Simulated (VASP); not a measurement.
# AlN (wurtzite type) (P6_3mc) in VASP: single point with PBE

Aim: the single point of AlN (wurtzite type) with PBE.

Program: VASP 6.6.1. These are calculated values, not measurements. Logs are shortened: lines on timing, memory, paths and dates and some standing lists are left out, and cuts for length are marked.

### Step 1. The cell of the first run

It takes space group P6_3mc (No. 186, hexagonal). Conventional cell: a = 2.965 Å, b = 2.965 Å, c = 4.639 Å, α = 90.00°, β = 90.00°, γ = 120.00°. Within 2.4 Å of Al (site symmetry 3m) lie 4 N at 1.79 to 1.81 Å. Within 2.4 Å of N (site symmetry 3m) lie 4 Al at 1.79 to 1.81 Å.

### Step 2. Single point, PBE

INCAR

```
PREC     = Accurate       # precision mode
ENCUT    = 520            # plane-wave cutoff, eV
EDIFF    = 1E-6           # SCF threshold, eV
ISMEAR   = -1             # smearing method
SIGMA    = 0.1            # smearing width, eV
LREAL    = F              # projectors in reciprocal space
LASPH    = T              # aspherical terms in the spheres
NELM     = 60             # most SCF steps
ALGO     = Normal         # electronic algorithm
ISIF     = 2              # what is computed and relaxed
LWAVE    = F              # write WAVECAR
LCHARG   = F              # write CHGCAR
GGA      = PE             # functional
NBANDS   = 16             # bands
```

KPOINTS

```
regular mesh
0
Gamma
  12 12 7
```

POSCAR

```
AlN
1.0
    2.9654677713      0.0000000000      0.0000000000
   -1.4827338856      2.5681704240      0.0000000000
    0.0000000000      0.0000000000      4.6393991376
Al N
2 2
Direct
    0.3333333333      0.6666666667     -0.0065464897
    0.6666666667      0.3333333333      0.4934535103
    0.3333333333      0.6666666667      0.3825464897
    0.6666666667      0.3333333333      0.8825464897
```

Potentials or basis: VASP PAW PBE potentials, release 64 (Al, N).

The run is started by

```console
> cat potpaw_PBE.64/Al/POTCAR potpaw_PBE.64/N/POTCAR > POTCAR
> mpirun -np 1 vasp_std > vasp.out
```

OUTCAR:

```text
PREC = Accurate
   ENCUT = 520
   EDIFF = 1E-6
   ISMEAR = -1
   LREAL = F
   LASPH = T
   NELM = 60
   ISIF = 2
   GGA = PE

 ion  position               nearest neighbor table
   1  0.333  0.667  0.993-   4 1.79   4 1.79   4 1.79   3 1.81   2 2.88   2 2.88   2 2.88   2 2.88
                             2 2.88   2 2.88
   2  0.667  0.333  0.493-   3 1.79   3 1.79   3 1.79   4 1.81   1 2.88   1 2.88   1 2.88   1 2.88
                             1 2.88   1 2.88
   3  0.333  0.667  0.383-   2 1.79   2 1.79   2 1.79   1 1.81
   4  0.667  0.333  0.883-   1 1.79   1 1.79   1 1.79   2 1.81

  LATTYP: Found a hexagonal cell.
 ALAT       =     2.9654677713
 C/A-ratio  =     1.5644746446

  Lattice vectors:

 A1 = (   2.9654677713,   0.0000000000,   0.0000000000)
 A2 = (  -1.4827338856,   2.5681704240,   0.0000000000)
 A3 = (   0.0000000000,   0.0000000000,   4.6393991376)

Analysis of symmetry for initial positions (statically):
=====================================================================
 Subroutine PRICEL returns:
 Original cell was already a primitive cell.

 Routine SETGRP: Setting up the symmetry group for a
 hexagonal supercell.

 Subroutine GETGRP returns: Found 12 space group operations
 (whereof  6 operations were pure point group operations)
 out of a pool of 24 trial point group operations.

The static configuration has the point symmetry C_3v.
 The point group associated with its full space group is C_6v.

Analysis of symmetry for dynamics (positions and initial velocities):
=====================================================================
 Subroutine PRICEL returns:
 Original cell was already a primitive cell.

 Routine SETGRP: Setting up the symmetry group for a
 hexagonal supercell.

 Subroutine GETGRP returns: Found 12 space group operations
 (whereof  6 operations were pure point group operations)
 out of a pool of 24 trial point group operations.

The dynamic configuration has the point symmetry C_3v.
 The point group associated with its full space group is C_6v.

 Subroutine INISYM returns: Found 12 space group operations
 (whereof  6 operations are pure point group operations),
 and found     1 'primitive' translations

----------------------------------------------------------------------------------------

                                     Primitive cell

  volume of cell :      35.3329

  direct lattice vectors                    reciprocal lattice vectors
     2.965467771  0.000000000  0.000000000     0.337214928  0.194691129  0.000000000
    -1.482733886  2.568170424  0.000000000     0.000000000  0.389382259  0.000000000
     0.000000000  0.000000000  4.639399138     0.000000000  0.000000000  0.215545154

  length of vectors
     2.965467771  2.965467771  4.639399138     0.389382259  0.389382259  0.215545154

  position of ions in fractional coordinates (direct lattice)
     0.333333333  0.666666667  0.993453510
     0.666666667  0.333333333  0.493453510
     0.333333333  0.666666667  0.382546490
     0.666666667  0.333333333  0.882546490

  ion indices of the primitive-cell ions
   primitive index   ion index
                 1           1
                 2           2
                 3           3
                 4           4

----------------------------------------------------------------------------------------

 KPOINTS: regular mesh

Automatic generation of k-mesh.
 Grid dimensions read from file:
 generate k-points for:   12   12    7

 Generating k-lattice:

  Cartesian coordinates                     Fractional coordinates (reciprocal lattice)
     0.028101244  0.016224261  0.000000000     0.083333333  0.000000000  0.000000000
     0.000000000  0.032448522  0.000000000     0.000000000  0.083333333  0.000000000
     0.000000000  0.000000000  0.030792165     0.000000000  0.000000000  0.142857143

  Length of vectors
     0.032448522  0.032448522  0.030792165

  Shift w.r.t. Gamma in fractional coordinates (k-lattice)
     0.000000000  0.000000000  0.000000000

 Subroutine IBZKPT returns following result:
 ===========================================

 Found     76 irreducible k-points:

 Following reciprocal coordinates:
            Coordinates               Weight
  0.000000  0.000000  0.000000      1.000000
  0.083333 -0.000000  0.000000      6.000000
  0.166667 -0.000000  0.000000      6.000000
  0.250000 -0.000000  0.000000      6.000000
  0.333333 -0.000000  0.000000      6.000000
  0.416667 -0.000000  0.000000      6.000000
[... 16 lines left out ...]
  0.250000 -0.000000  0.142857     12.000000
  0.333333 -0.000000  0.142857     12.000000
 [... further k-points ...]
   k-points           NKPTS =     76   k-points in BZ     NKDIM =     76   number of bands    NBANDS=     16
   number of dos      NEDOS =    301   number of ions     NIONS =      4
   total plane-waves  NPLWV =  20736
   dimension x,y,z NGX =    24 NGY =   24 NGZ =   36
   dimension x,y,z NGXF=    48 NGYF=   48 NGZF=   72
   ions per type =               2   2
   NGX,Y,Z   is equivalent  to a cutoff of  13.45, 13.45, 12.90 a.u.
   NGXF,Y,Z  is equivalent  to a cutoff of  26.91, 26.91, 25.80 a.u.
 SYSTEM =  unknown system
   PREC   = accura    normal or accurate (medium, high low for compatibility)
   ISTART =      0    job   : 0-new  1-cont  2-samecut
   ICHARG =      2    charge: 1-file 2-atom 10-const
   ISPIN  =      1    spin polarized calculation?
   LNONCOLLINEAR =      F non collinear calculations
   LSORBIT =      F    spin-orbit coupling
   LASPH  =      T    aspherical Exc in radial PAW
   ENCUT  =  520.0 eV  38.22 Ry    6.18 a.u.   5.51  5.51  8.63*2*pi/ulx,y,z
   NELM   =     60;   NELMIN=  2; NELMDL= -5     # of ELM steps
   EDIFF  = 0.1E-05   stopping-criterion for ELM
   LREAL  =      F    real-space projection
   EDIFFG = 0.1E-04   stopping-criterion for IOM
   NSW    =      0    number of steps for IOM
   IBRION =     -1    ionic relax: 0-MD 1-quasi-New 2-CG
   NFREE  =      0    steps in history (QN), initial steepest desc. (CG)
   ISIF   =      2    stress and relaxation
   ISYM   =      2    0-nonsym 1-usesym 2-fastsym
   POTIM  = 0.5000    time-step for ionic-motion
   TEBEG  =    0.0;   TEEND  =   0.0 temperature during run
   PSTRESS=    0.0 pullay stress
   NELECT =      16.0000    total number of electrons
   NUPDOWN=      -1.0000    fix difference up-down
   EMIN   =  10.00;   EMAX   =-10.00  energy-range for DOS
   EFERMI =   0.00;   METHOD = LEGACY
   ISMEAR =    -1;   SIGMA  =   0.10  broadening in eV -4-tet -1-fermi 0-gaus
   EFERMI_NEDOS =   21; number of points for ismear=-14 and -15
   IALGO  =     38    algorithm
   IMIX   =      4    mixing-type and parameters
     AMIX     =   0.40;   BMIX     =  1.00
     AMIX_MAG =   1.60;   BMIX_MAG =  1.00
  volume/ion in A,a.u.               =       8.83        59.61
  Fermi-wavevector in a.u.,A,eV,Ry     =   1.257154  2.375677 21.503148  1.580437
  Thomas-Fermi vector in A             =   2.390827
   LORBIT       =      0    0 simple, 1 ext, 2 COOP (PROOUT), +10 PAW based schemes
   GGA     = PE    functional components
   LHFCALC =     F    Hartree Fock is set to
   AEXX    =    0.0000 exact exchange contribution
   IVDW    =     0    specifies the selected vdW correction
   LEPSILON=     F    determine dielectric tensor
   LRPA    =     F    only Hartree local field effects (RPA)
 non-spin polarized calculation
  energy-cutoff  :      520.00
  volume of cell :       35.33
 maximum number of plane-waves:       976
 NGX is ok and might be reduce to    24
   NGX = 11   NGY = 11   NGZ = 17

 number of electron      16.0000001 magnetization

 Free energy of the ion-electron system (eV)
  ---------------------------------------------------
  ext. energy  EPLUGINS =         0.00000000
  ---------------------------------------------------
  free energy    TOTEN  =       -28.78713591 eV

  energy without entropy =      -28.78713591  energy(sigma->0) =      -28.78713591

 E-fermi :  10.0837     XC(G=0): -11.6610

 val. band max:        8.1006986297   @ k =   0.0000   0.0000   0.0000
 cond. band min:      13.1527089223   @ k =   0.3333   0.3333   0.0000
 fundamental gap:      5.0520102926
 Fermi energy:        10.0836774724

 k-point     1 :       0.0000    0.0000    0.0000
  band No.  band energies     occupation
      1      -8.3825      2.00000
      2      -5.5512      2.00000
      3       1.1833      2.00000
      4       6.7861      2.00000
      5       6.7861      2.00000
      6       7.5453      2.00000
[... 8 lines left out ...]
     15      22.5292      0.00000
     16      22.9475      0.00000

 k-point     2 :       0.0833   -0.0000    0.0000
  band No.  band energies     occupation
      1      -8.2774      2.00000
      2      -5.4929      2.00000
      3       1.3002      2.00000
      4       6.3500      2.00000
      5       6.6514      2.00000
      6       7.1602      2.00000
[... 8 lines left out ...]
     15      22.5670      0.00000
     16      22.5714      0.00000

 k-point     3 :       0.1667   -0.0000    0.0000
  band No.  band energies     occupation
      1      -7.9700      2.00000
      2      -5.3342      2.00000
      3       1.6450      2.00000
      4       5.2742      2.00000
      5       6.2851      2.00000
      6       6.3419      2.00000
[... 8 lines left out ...]
     15      21.7793      0.00000
     16      22.0491      0.00000

 k-point     4 :       0.2500   -0.0000    0.0000
  band No.  band energies     occupation
      1      -7.4866      2.00000
      2      -5.1270      2.00000
      3       2.1964      2.00000
      4       3.9983      2.00000
      5       5.2708      2.00000
      6       5.9932      2.00000
[... 8 lines left out ...]
     15      21.9562      0.00000
     16      22.4052      0.00000

 k-point     5 :       0.3333   -0.0000    0.0000
  band No.  band energies     occupation
      1      -6.8823      2.00000
      2      -4.9664      2.00000
      3       2.7668      2.00000
      4       3.0049      2.00000
      5       4.3325      2.00000
      6       5.6936      2.00000
[... 8 lines left out ...]
     15      22.0711      0.00000
     16      23.8049      0.00000

 k-point     6 :       0.4167   -0.0000    0.0000
  band No.  band energies     occupation
      1      -6.2728      2.00000
      2      -4.9623      2.00000
      3       2.0657      2.00000
      4       3.6388      2.00000
      5       3.7212      2.00000
      6       5.4955      2.00000
[... 8 lines left out ...]
     15      22.3143      0.00000
     16      24.9237      0.00000
[... 267 lines left out ...]
 k-point    21 :       0.0833   -0.0000    0.1429
  band No.  band energies     occupation
      1      -8.1802      2.00000
      2      -5.7094      2.00000
      3       1.6410      2.00000
      4       6.3967      2.00000
      5       6.6918      2.00000
      6       6.9900      2.00000
[... 8 lines left out ...]
     15      22.1864      0.00000
     16      22.2202      0.00000

 k-point    22 :       0.1667   -0.0000    0.1429
  band No.  band energies     occupation
      1      -7.8758      2.00000
      2      -5.5314      2.00000
      3       1.9336      2.00000
      4       5.3501      2.00000
      5       6.1012      2.00000
      6       6.3920      2.00000
[... 8 lines left out ...]
     15      22.0196      0.00000
     16      22.0522      0.00000

 k-point    23 :       0.2500   -0.0000    0.1429
  band No.  band energies     occupation
      1      -7.3981      2.00000
      2      -5.2906      2.00000
      3       2.3379      2.00000
      4       4.1699      2.00000
      5       5.0922      2.00000
      6       6.0516      2.00000
[... 8 lines left out ...]
     15      22.0795      0.00000
     16      22.5161      0.00000

 k-point    24 :       0.3333   -0.0000    0.1429
  band No.  band energies     occupation
      1      -6.8035      2.00000
      2      -5.0819      2.00000
      3       2.4020      2.00000
      4       3.5268      2.00000
      5       4.2232      2.00000
      6       5.7575      2.00000
[... 8 lines left out ...]
     15      22.2973      0.00000
     16      23.7654      0.00000

 [... further k-points ...]
[... 5 lines left out ...]
  --------------------------------------------------------------------------------------
  -------------------------------------------------------------------------------------
  Total       11.2451577     11.2451577     11.2552789      0.0000000      0.0000000      0.0000000
  in kB      509.9144836    509.9144836    510.3734321      0.0000000      0.0000000      0.0000000
  external PRESSURE =     510.0674665 kB  Pullay stress =       0.0000000 kB

 VOLUME and BASIS-vectors are now :
 -----------------------------------------------------------------------------
  energy-cutoff  :      520.00
  volume of cell :       35.33
      direct lattice vectors                 reciprocal lattice vectors
     2.965467771  0.000000000  0.000000000     0.337214928  0.194691129  0.000000000
    -1.482733886  2.568170424  0.000000000     0.000000000  0.389382259  0.000000000
     0.000000000  0.000000000  4.639399138     0.000000000  0.000000000  0.215545154

 POSITION                                       TOTAL-FORCE (eV/Angst)
 -----------------------------------------------------------------------------------
     -0.00000      1.71211      4.60903        -0.000000      0.000000     -0.000110
      1.48273      0.85606      2.28933         0.000000     -0.000000     -0.000110
     -0.00000      1.71211      1.77479        -0.000000      0.000000      0.000110
      1.48273      0.85606      4.09449         0.000000      0.000000      0.000110
 -----------------------------------------------------------------------------------
    total drift:                               -0.000000      0.000000      0.000178

  FREE ENERGIE OF THE ION-ELECTRON SYSTEM (eV)
  ---------------------------------------------------
  free  energy   TOTEN  =       -28.7871359144 eV

  energy  without entropy=      -28.7871359144  energy(sigma->0) =      -28.78713591
```

Run time: 47 s. Hardware: 1 thread of Intel Xeon 8259CL, shared host; peak memory 0.17 GiB.

What came out:

```
Free energy            : -28.7871 eV
Pressure               : 51.0 GPa
Band gap on the k mesh : 5.05 eV, indirect (least direct gap 5.56 eV)
```

Levels at points of the mesh, in eV from the valence-band top:
| k point | band 6 | band 7 | band 8 | band 9 | band 10 | band 11 |
| --- | --- | --- | --- | --- | --- | --- |
| (0.00, 0.00, 0.00) | -0.56 | -0.56 | 0.00 | 5.56 | 7.78 | 11.92 |
| (0.50, 0.00, 0.00) | -2.67 | -2.17 | -0.96 | 6.10 | 6.17 | 9.43 |
